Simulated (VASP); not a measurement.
**GaSi16 (a cell with a defect): single point with PBE+D3(BJ)**

System: GaSi16 (a cell with a defect).

```
Si Ga
1.0
     0.00000    5.43000    5.43000
     5.43000    0.00000    5.43000
     5.43000    5.43000    0.00000
Si Ga
16 1
Direct
  0.01819 0.01835 0.94494
  0.11336 0.11350 0.11478
  0.99661 0.99673 0.49329
  0.14160 0.14175 0.57461
  0.97898 0.50571 0.00937
  0.11334 0.65817 0.11475
  0.99667 0.51310 0.49325
  0.11374 0.62464 0.63672
  0.50555 0.97914 0.00934
  0.65800 0.11352 0.11469
  0.51296 0.99683 0.49318
  0.62452 0.11385 0.63669
  0.50555 0.50573 0.00936
  0.60935 0.60951 0.17140
  0.48525 0.48536 0.54389
  0.62458 0.62474 0.63670
  0.27860 0.27878 0.16364
```

```yaml
Program: VASP 6.6.1
Task: single point
Functional: PBE
Dispersion: D3(BJ)
Potentials_or_basis: VASP PAW PBE potentials, release 64 (Si, Ga_d)
Cutoff: 520 eV
k_mesh: 2 × 2 × 2
Occupations: gaussian, width 0.05 eV
Spin: collinear spin, zero start
Starting_moments: "[0.0, 0.0, 0.0, 0.0, 0.0, 0.0, 0.0, 0.0, 0.0, 0.0, 0.0, 0.0, 0.0, 0.0, 0.0, 0.0, 0.0] μB"
```

```yaml
Pressure: 2.8 GPa
Largest_force: 0.626 eV/Å
Net_moment: 0.00 μB per cell
Valence_electrons_inside_the_program's_atomic_spheres: Si 1.74, 1.68, 1.69, 1.70, 1.67 (each value once); Ga 11.88
Dispersion_energy_per_atom: -0.331 eV
```

Forces on the atoms (eV/Å):
```
Si   0.018  0.018 -0.017
Si  -0.021 -0.022 -0.004
Si   0.001  0.001 -0.009
Si   0.023  0.023 -0.021
Si  -0.065 -0.004  0.064
Si   0.003 -0.021  0.021
Si   0.009  0.000 -0.001
Si  -0.023 -0.030  0.024
Si  -0.004 -0.065  0.065
Si  -0.021  0.004  0.021
Si   0.001  0.009 -0.001
Si  -0.030 -0.023  0.024
Si  -0.064 -0.065  0.004
Si  -0.095 -0.094  0.095
Si  -0.069 -0.069  0.069
Si  -0.023 -0.023  0.029
Ga   0.361  0.362 -0.361
```

Stress tensor (GPa, compression positive):
```
 2.77 -0.68  0.68
-0.68  2.78  0.68
 0.68  0.68  2.77
```

Levels at points of the mesh, in eV from the Fermi level:
Spin up:
```
           k point  band 34  band 35  band 36  band 37  band 38  band 39  band 40  band 41  band 42  band 43
(0.00, 0.00, 0.00)    -1.84    -1.67    -0.82    -0.71    -0.71    -0.53    -0.18    -0.18     0.03     0.03
(0.50, 0.00, 0.00)    -1.70    -1.53    -1.51    -1.51    -0.81     0.18     0.25     0.69     0.73     0.82
(0.00, 0.50, 0.00)    -1.70    -1.53    -1.51    -1.51    -0.81     0.18     0.25     0.69     0.73     0.82
(0.00, 0.00, 0.50)    -1.47    -1.47    -1.41    -1.41    -1.18    -0.01     0.37     0.37     1.05     1.05
(0.50, 0.50, 0.50)    -1.70    -1.53    -1.51    -1.51    -0.81     0.18     0.25     0.69     0.73     0.82
(0.50, 0.50, 0.00)    -2.19    -2.15    -1.99    -1.92    -0.57     0.14     0.83     1.24     1.36     1.52
(0.00, 0.50, 0.50)    -2.19    -2.15    -1.99    -1.92    -0.57     0.14     0.83     1.24     1.36     1.52
(0.50, 0.00, 0.50)    -2.19    -2.15    -1.99    -1.92    -0.57     0.14     0.83     1.24     1.36     1.52
```
Spin down:
```tsv
k point	band 35	band 36	band 37	band 38	band 39	band 40	band 41	band 42
(0.00, 0.00, 0.00)	-1.67	-0.82	-0.71	-0.71	-0.53	-0.18	-0.18	0.03
(0.50, 0.00, 0.00)	-1.53	-1.51	-1.51	-0.81	0.18	0.25	0.69	0.73
(0.00, 0.50, 0.00)	-1.53	-1.51	-1.51	-0.81	0.18	0.25	0.69	0.73
(0.00, 0.00, 0.50)	-1.47	-1.41	-1.41	-1.18	-0.01	0.37	0.37	1.05
(0.50, 0.50, 0.50)	-1.53	-1.51	-1.51	-0.81	0.18	0.25	0.69	0.73
(0.50, 0.50, 0.00)	-2.15	-1.99	-1.92	-0.57	0.14	0.83	1.24	1.36
(0.00, 0.50, 0.50)	-2.15	-1.99	-1.92	-0.57	0.14	0.83	1.24	1.36
(0.50, 0.00, 0.50)	-2.15	-1.99	-1.92	-0.57	0.14	0.83	1.24	1.36
```

Run time: 20 min on 1 thread of Intel Xeon 8259CL, with other jobs on the host, peak memory 0.73 GiB.

Caveat: the k points lie up to 0.50 Å⁻¹ apart.
